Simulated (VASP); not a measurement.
Here is a VASP 6.6.1 calculation.

Contents of INCAR:

```
PREC = Accurate
ENCUT = 600
EDIFF = 1E-6
ISMEAR = 0
SIGMA = 0.1
LREAL = F
LASPH = T
NELM = 60
ALGO = Normal
ISIF = 3
LWAVE = F
LCHARG = F
GGA = PE
IBRION = 2
NSW = 80
EDIFFG = -0.01
```

Contents of KPOINTS:

```
regular mesh
0
Gamma
  12 12 12
```

POSCAR

```
Ge
1.0
    0.0000000000      2.8806361300      2.8806361300
    2.8806361300      0.0000000000      2.8806361300
    2.8806361300      2.8806361300      0.0000000000
Ge
2
Direct
    0.0000000000      0.0000000000      0.0000000000
    0.2500000000      0.2500000000      0.2500000000
```

Potentials or basis: VASP PAW PBE potentials, release 64 (Ge_d).

Launch:

```sh
$ cat potpaw_PBE.64/Ge_d/POTCAR > POTCAR
$ mpirun -np 1 vasp_std > vasp.out
```

Q: Predict the band gap on the k mesh.

A: Zero (filled and empty bands touch).

Final structure:
```
Ge
1.0
     0.00000    2.88064    2.88064
     2.88064    0.00000    2.88064
     2.88064    2.88064    0.00000
Ge
2
Direct
  0.00000 0.00000 0.00000
  0.25000 0.25000 0.25000
```

Caveat: the relaxation stopped at its first step, so nothing moved; semilocal functionals underestimate gaps, so a narrow gap can read as zero.
